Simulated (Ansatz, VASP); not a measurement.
## Two plane-wave programs on MoS2

File INCAR:

```
ALGO = Normal ; EDIFF = 1E-7
ENCUT = 520 ; GGA = PE
ISIF = 2 ; ISMEAR = 0
IVDW = 12 ; LASPH = T
LCHARG = T ; LELF = T
LREAL = F ; LVHAR = T
LWAVE = F ; NBANDS = 20
NELM = 100 ; PREC = Accurate
SIGMA = 0.05
```

File KPOINTS:

```
k-points
0
Gamma
  12 12 12
```

The input POSCAR:

```
MoS2
1.0
    1.5271769314      0.8817160124      6.3899210874
   -1.5271769314      0.8817160124      6.3899210874
    0.0000000000     -1.7634320249      6.3899210874
Mo S
1 2
Direct
    0.0000172715      0.0000172715      0.0000172715
    0.7535591261      0.7535591261      0.7535591261
    0.5797236023      0.5797236023      0.5797236023
```

Input for Ansatz:

```yaml
crystal:
  lattice:
    - [1.5271769314, 0.8817160124, 6.3899210874]
    - [-1.5271769314, 0.8817160124, 6.3899210874]
    - [0.0, -1.7634320249, 6.3899210874]
  atoms:
    - { symbol: Mo, position: [1.72715e-05, 1.72715e-05, 1.72715e-05] }
    - { symbol: S, position: [0.7535591261, 0.7535591261, 0.7535591261] }
    - { symbol: S, position: [0.5797236023, 0.5797236023, 0.5797236023] }
basis:
  ecutwfc: 420
kpoints:
  mp_grid: { grid: [12, 12, 12] }
hamiltonian:
  xc: pbe
  dispersion: d3bj
scf:
  occupations: { method: gaussian, width: 0.05 }
output:
  forces: true
  stress: true
  eigenvalues: true
```

Alike in both runs: task single point; functional PBE; dispersion D3(BJ); k mesh 12 × 12 × 12; occupations gaussian, width 0.05 eV; no spin polarisation.

```csv
,VASP,Ansatz
version,VASP 6.6.1,Ansatz 0.2.0
potentials or method,"VASP PAW PBE potentials, release 64 (Mo_sv, S), cutoff 520 eV","scalar-relativistic, plane waves, PAW"
valence electrons in the cell,26,26
```

Ansatz gave:

| Property | Result |
| --- | --- |
| gap on the k mesh at the Fermi level (eV) | 1.13 |
| least direct gap on the mesh (eV) | 1.87 |
| pressure (GPa) | -0.9 |
| traceless stress, the component that is largest in VASP (GPa) | -12.06 |
| rms of the force components (eV/Å) | 0.534 |

Problem. Which values does VASP return?

Solution. gap on the k mesh at the Fermi level (eV): 1.13; least direct gap on the mesh (eV): 1.88; pressure (GPa): -1.0; traceless stress, the component that is largest in VASP (GPa): -12.11; rms of the force components (eV/Å): 0.539.

Atom by atom the forces differ by 0.005 eV/Å (rms over components).
